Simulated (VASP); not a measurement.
# Bi2S3 (R-3m) in VASP: single point with PBE

Aim: the single point of Bi2S3 with PBE.

Everything below comes from runs of VASP 6.6.1. Logs are shortened: lines on timing, memory, paths and dates and some standing lists are left out, and cuts for length are marked.

### Step 1. The cell of the first run

Symmetry: R-3m, No. 166, trigonal system. Conventional cell: a = 4.096 Å, b = 4.096 Å, c = 27.453 Å, α = 90.00°, β = 90.00°, γ = 120.00°. Within 3.6 Å of Bi (site symmetry 3m) lie 6 S at 2.74 to 2.99 Å. S (site symmetry 3m) has 3 Bi at 2.74 Å and 3 S at 3.60 Å within 3.6 Å. Within 4.1 Å of S (site symmetry -3m) lie 6 Bi at 2.99 Å and 12 S at 4.00 to 4.10 Å.

### Step 2. Single point, PBE (epitaxial xy strain +2.0%)

INCAR

```
SYSTEM = Bi2S3
ALGO = Normal
EDIFF = 1E-6
ENCUT = 520
GGA = PE
ISIF = 2
ISMEAR = -1
LASPH = .TRUE.
LCHARG = .FALSE.
LREAL = .FALSE.
LWAVE = .FALSE.
NBANDS = 32
NELM = 80
PREC = Accurate
SIGMA = 0.02
```

KPOINTS

```
k-points
0
G
  8 8 8
  0 0 0
```

POSCAR

```
Bi2S3
1.0
    2.0477865187      1.1822900979      9.1509671773
   -2.0477865187      1.1822900979      9.1509671773
    0.0000000000     -2.3645801957      9.1509671773
Bi S
2 3
Direct
    0.4000405071      0.4000405071      0.4000405071
    0.5999594929      0.5999594929      0.5999594929
    0.2160386045      0.2160386045      0.2160386045
    0.7839613955      0.7839613955      0.7839613955
    0.0000000000      0.0000000000      0.0000000000
```

Potentials or basis: VASP PAW PBE potentials, release 64 (Bi_d, S).

Started as:

```sh
$ cat potpaw_PBE.64/Bi_d/POTCAR potpaw_PBE.64/S/POTCAR > POTCAR
$ mpirun -np 1 vasp_std > vasp.out
```

OUTCAR:

```text
SYSTEM = Bi2S3
   EDIFF = 1E-6
   ENCUT = 520
   GGA = PE
   ISIF = 2
   ISMEAR = -1
   LASPH = .TRUE.
   LREAL = .FALSE.
   NELM = 80
   PREC = Accurate

 ion  position               nearest neighbor table
   1  0.400  0.400  0.400-   4 2.74   4 2.74   4 2.74   5 2.99   5 2.99   5 2.99
   2  0.600  0.600  0.600-   3 2.74   3 2.74   3 2.74   5 2.99   5 2.99   5 2.99
   3  0.216  0.216  0.216-   2 2.74   2 2.74   2 2.74
   4  0.784  0.784  0.784-   1 2.74   1 2.74   1 2.74
   5  0.000  0.000  0.000-   2 2.99   2 2.99   1 2.99   1 2.99   2 2.99   1 2.99

  LATTYP: Found a trigonal (rhomboedric) cell.
 ALAT       =     9.4515310814
 COS(alpha) =     0.9061152571

  Lattice vectors:

 A1 = (   2.0477865187,   1.1822900979,   9.1509671773)
 A2 = (  -2.0477865187,   1.1822900979,   9.1509671773)
 A3 = (   0.0000000000,  -2.3645801957,   9.1509671773)

Analysis of symmetry for initial positions (statically):
=====================================================================
 Subroutine PRICEL returns:
 Original cell was already a primitive cell.

 Routine SETGRP: Setting up the symmetry group for a
 trigonal (rhombohedral) supercell.

 Subroutine GETGRP returns: Found 12 space group operations
 (whereof 12 operations were pure point group operations)
 out of a pool of 12 trial point group operations.

The static configuration has the point symmetry D_3d.

Analysis of symmetry for dynamics (positions and initial velocities):
=====================================================================
 Subroutine PRICEL returns:
 Original cell was already a primitive cell.

 Routine SETGRP: Setting up the symmetry group for a
 trigonal (rhombohedral) supercell.

 Subroutine GETGRP returns: Found 12 space group operations
 (whereof 12 operations were pure point group operations)
 out of a pool of 12 trial point group operations.

The dynamic configuration has the point symmetry D_3d.

 Subroutine INISYM returns: Found 12 space group operations
 (whereof 12 operations are pure point group operations),
 and found     1 'primitive' translations

----------------------------------------------------------------------------------------

                                     Primitive cell

  volume of cell :     132.9312

  direct lattice vectors                    reciprocal lattice vectors
     2.047786519  1.182290098  9.150967177     0.244166077  0.140969350  0.036426022
    -2.047786519  1.182290098  9.150967177    -0.244166077  0.140969350  0.036426022
     0.000000000 -2.364580196  9.150967177     0.000000000 -0.281938700  0.036426022

  length of vectors
     9.451531081  9.451531081  9.451531081     0.284282053  0.284282053  0.284282053

  position of ions in fractional coordinates (direct lattice)
     0.400040507  0.400040507  0.400040507
     0.599959493  0.599959493  0.599959493
     0.216038604  0.216038604  0.216038604
     0.783961396  0.783961396  0.783961396
     0.000000000  0.000000000  0.000000000

  ion indices of the primitive-cell ions
   primitive index   ion index
                 1           1
                 2           2
                 3           3
                 4           4
                 5           5

----------------------------------------------------------------------------------------

 KPOINTS: k-points

Automatic generation of k-mesh.
 Grid dimensions read from file:
 generate k-points for:    8    8    8

 Generating k-lattice:

  Cartesian coordinates                     Fractional coordinates (reciprocal lattice)
     0.030520760  0.017621169  0.004553253     0.125000000 -0.000000000  0.000000000
    -0.030520760  0.017621169  0.004553253    -0.000000000  0.125000000  0.000000000
     0.000000000 -0.035242338  0.004553253     0.000000000  0.000000000  0.125000000

  Length of vectors
     0.035535257  0.035535257  0.035535257

  Shift w.r.t. Gamma in fractional coordinates (k-lattice)
     0.000000000  0.000000000  0.000000000

 Subroutine IBZKPT returns following result:
 ===========================================

 Found     65 irreducible k-points:

 Following reciprocal coordinates:
            Coordinates               Weight
  0.000000  0.000000  0.000000      1.000000
  0.125000  0.000000  0.000000      6.000000
  0.250000  0.000000  0.000000      6.000000
  0.375000  0.000000 -0.000000      6.000000
  0.500000  0.000000  0.000000      3.000000
  0.125000  0.125000  0.000000      6.000000
[... 16 lines left out ...]
  0.250000  0.125000  0.125000      6.000000
  0.375000  0.125000  0.125000      6.000000
 [... further k-points ...]
   k-points           NKPTS =     65   k-points in BZ     NKDIM =     65   number of bands    NBANDS=     32
   number of dos      NEDOS =    301   number of ions     NIONS =      5
   total plane-waves  NPLWV = 343000
   dimension x,y,z NGX =    70 NGY =   70 NGZ =   70
   dimension x,y,z NGXF=   140 NGYF=  140 NGZF=  140
   ions per type =               2   3
   NGX,Y,Z   is equivalent  to a cutoff of  12.31, 12.31, 12.31 a.u.
   NGXF,Y,Z  is equivalent  to a cutoff of  24.63, 24.63, 24.63 a.u.
 SYSTEM =  Bi2S3
   PREC   = accura    normal or accurate (medium, high low for compatibility)
   ISTART =      0    job   : 0-new  1-cont  2-samecut
   ICHARG =      2    charge: 1-file 2-atom 10-const
   ISPIN  =      1    spin polarized calculation?
   LNONCOLLINEAR =      F non collinear calculations
   LSORBIT =      F    spin-orbit coupling
   LASPH  =      T    aspherical Exc in radial PAW
   ENCUT  =  520.0 eV  38.22 Ry    6.18 a.u.  17.57 17.57 17.57*2*pi/ulx,y,z
   NELM   =     80;   NELMIN=  2; NELMDL= -5     # of ELM steps
   EDIFF  = 0.1E-05   stopping-criterion for ELM
   LREAL  =      F    real-space projection
   EDIFFG = 0.1E-04   stopping-criterion for IOM
   NSW    =      0    number of steps for IOM
   IBRION =     -1    ionic relax: 0-MD 1-quasi-New 2-CG
   NFREE  =      0    steps in history (QN), initial steepest desc. (CG)
   ISIF   =      2    stress and relaxation
   ISYM   =      2    0-nonsym 1-usesym 2-fastsym
   POTIM  = 0.5000    time-step for ionic-motion
   TEBEG  =    0.0;   TEEND  =   0.0 temperature during run
   PSTRESS=    0.0 pullay stress
   NELECT =      48.0000    total number of electrons
   NUPDOWN=      -1.0000    fix difference up-down
   EMIN   =  10.00;   EMAX   =-10.00  energy-range for DOS
   EFERMI =   0.00;   METHOD = LEGACY
   ISMEAR =    -1;   SIGMA  =   0.02  broadening in eV -4-tet -1-fermi 0-gaus
   EFERMI_NEDOS =   21; number of points for ismear=-14 and -15
   IALGO  =     38    algorithm
   IMIX   =      4    mixing-type and parameters
     AMIX     =   0.40;   BMIX     =  1.00
     AMIX_MAG =   1.60;   BMIX_MAG =  1.00
  volume/ion in A,a.u.               =      26.59       179.41
  Fermi-wavevector in a.u.,A,eV,Ry     =   1.165770  2.202986 18.490589  1.359020
  Thomas-Fermi vector in A             =   2.302292
   LORBIT       =      0    0 simple, 1 ext, 2 COOP (PROOUT), +10 PAW based schemes
   GGA     = PE    functional components
   LHFCALC =     F    Hartree Fock is set to
   AEXX    =    0.0000 exact exchange contribution
   IVDW    =     0    specifies the selected vdW correction
   LEPSILON=     F    determine dielectric tensor
   LRPA    =     F    only Hartree local field effects (RPA)
 non-spin polarized calculation
  energy-cutoff  :      520.00
  volume of cell :      132.93
 maximum number of plane-waves:      3619
   NGX = 35   NGY = 35   NGZ = 35

 number of electron      47.9999997 magnetization

 Free energy of the ion-electron system (eV)
  ---------------------------------------------------
  ext. energy  EPLUGINS =         0.00000000
  ---------------------------------------------------
  free energy    TOTEN  =       -21.82463594 eV

  energy without entropy =      -21.82463593  energy(sigma->0) =      -21.82463594

 E-fermi :   5.1563     XC(G=0):  -9.4000

 val. band max:        4.8551936832   @ k =   0.0000   0.0000   0.0000
 cond. band min:       5.4587818345   @ k =   0.0000   0.0000   0.0000
 fundamental gap:      0.6035881513
 Fermi energy:         5.1563273977

 k-point     1 :       0.0000    0.0000    0.0000
  band No.  band energies     occupation
      1     -17.9093      2.00000
      2     -17.9062      2.00000
      3     -17.8945      2.00000
      4     -17.8945      2.00000
      5     -17.8917      2.00000
      6     -17.8917      2.00000
[... 24 lines left out ...]
     31      11.6355      0.00000
     32      12.2807      0.00000

 k-point     2 :       0.1250    0.0000    0.0000
  band No.  band energies     occupation
      1     -17.9075      2.00000
      2     -17.9045      2.00000
      3     -17.8969      2.00000
      4     -17.8941      2.00000
      5     -17.8916      2.00000
      6     -17.8897      2.00000
[... 24 lines left out ...]
     31      11.0658      0.00000
     32      11.6524      0.00000

 k-point     3 :       0.2500    0.0000    0.0000
  band No.  band energies     occupation
      1     -17.9096      2.00000
      2     -17.9068      2.00000
      3     -17.9003      2.00000
      4     -17.8946      2.00000
      5     -17.8919      2.00000
      6     -17.8875      2.00000
[... 24 lines left out ...]
     31      10.1525      0.00000
     32      11.5845      0.00000

 k-point     4 :       0.3750    0.0000   -0.0000
  band No.  band energies     occupation
      1     -17.9188      2.00000
      2     -17.9134      2.00000
      3     -17.9024      2.00000
      4     -17.8938      2.00000
      5     -17.8938      2.00000
      6     -17.8870      2.00000
[... 24 lines left out ...]
     31       9.8618      0.00000
     32      12.2487      0.00000

 k-point     5 :       0.5000    0.0000    0.0000
  band No.  band energies     occupation
      1     -17.9229      2.00000
      2     -17.9166      2.00000
      3     -17.9033      2.00000
      4     -17.8947      2.00000
      5     -17.8946      2.00000
      6     -17.8872      2.00000
[... 584 lines left out ...]
     31      10.4159      0.00000
     32      12.8139      0.00000

 k-point    22 :       0.1250    0.1250    0.1250
  band No.  band energies     occupation
      1     -17.9093      2.00000
      2     -17.9062      2.00000
      3     -17.8945      2.00000
      4     -17.8945      2.00000
      5     -17.8917      2.00000
      6     -17.8917      2.00000
[... 24 lines left out ...]
     31      11.6448      0.00000
     32      12.2345      0.00000

 k-point    23 :       0.2500    0.1250    0.1250
  band No.  band energies     occupation
      1     -17.9074      2.00000
      2     -17.9045      2.00000
      3     -17.8969      2.00000
      4     -17.8941      2.00000
      5     -17.8916      2.00000
      6     -17.8897      2.00000
[... 24 lines left out ...]
     31      11.0241      0.00000
     32      11.8482      0.00000

 k-point    24 :       0.3750    0.1250    0.1250
  band No.  band energies     occupation
      1     -17.9096      2.00000
      2     -17.9068      2.00000
      3     -17.9004      2.00000
      4     -17.8946      2.00000
      5     -17.8919      2.00000
      6     -17.8875      2.00000
[... 24 lines left out ...]
     31      10.2206      0.00000
     32      11.7322      0.00000

 [... further k-points ...]

------------------------ aborting loop because EDIFF is reached ----------------------------------------

  FORCE on cell =-STRESS in cart. coord.  units (eV):
  Direction    XX          YY          ZZ          XY          YZ          ZX
  --------------------------------------------------------------------------------------
  -------------------------------------------------------------------------------------
  Total        0.1369766      0.1369766      1.5834065      0.0000000      0.0000000      0.0000000
  in kB        1.6509346      1.6509346     19.0842912      0.0000000      0.0000000      0.0000000
  external PRESSURE =       7.4620535 kB  Pullay stress =       0.0000000 kB

 VOLUME and BASIS-vectors are now :
 -----------------------------------------------------------------------------
  energy-cutoff  :      520.00
  volume of cell :      132.93
      direct lattice vectors                 reciprocal lattice vectors
     2.047786519  1.182290098  9.150967177     0.244166077  0.140969350  0.036426022
    -2.047786519  1.182290098  9.150967177    -0.244166077  0.140969350  0.036426022
     0.000000000 -2.364580196  9.150967177     0.000000000 -0.281938700  0.036426022

 POSITION                                       TOTAL-FORCE (eV/Angst)
 -----------------------------------------------------------------------------------
      0.00000      0.00000     10.98227         0.000000     -0.000000     -0.069637
      0.00000      0.00000     16.47063         0.000000      0.000000      0.069637
      0.00000      0.00000      5.93089         0.000000     -0.000000     -0.103037
      0.00000      0.00000     21.52201         0.000000      0.000000      0.103037
      0.00000      0.00000      0.00000         0.000000      0.000000     -0.000000
 -----------------------------------------------------------------------------------
    total drift:                               -0.000000     -0.000000      0.000000

  FREE ENERGIE OF THE ION-ELECTRON SYSTEM (eV)
  ---------------------------------------------------
  free  energy   TOTEN  =       -21.8246359369 eV

  energy  without entropy=      -21.8246359349  energy(sigma->0) =      -21.82463594
```

Wall time 33 min (1 thread of Oxide Virtual Turin-like, shared host); peak memory 0.75 GiB.

What came out:

| Quantity | Value |
| --- | --- |
| Free energy | -21.8246 eV |
| Pressure | 0.7 GPa |
| Largest force | 0.103 eV/Å |
| Band gap on the k mesh | 0.60 eV |

Forces on the atoms (eV/Å):
```
Bi   0.000  0.000 -0.070
Bi   0.000  0.000  0.070
S    0.000  0.000 -0.103
S    0.000  0.000  0.103
S    0.000  0.000  0.000
```

Levels at points of the mesh, in eV from the valence-band top:
```tsv
k point	band 22	band 23	band 24	band 25	band 26	band 27
(0.00, 0.00, 0.00)	-1.27	-1.27	0.00	0.60	1.97	1.97
(0.50, 0.00, 0.00)	-1.48	-1.19	-0.34	1.44	2.78	3.32
(0.50, 0.50, 0.00)	-1.46	-1.43	-0.57	1.76	2.96	3.21
(0.50, 0.50, 0.50)	-1.37	-1.28	-0.08	0.67	2.17	2.17
```

Caveat: the cell differs from its parent crystal (epitaxial xy strain +2.0%); spin-orbit coupling is left out, which moves the levels of the heavy elements. A k mesh can miss the band edges.
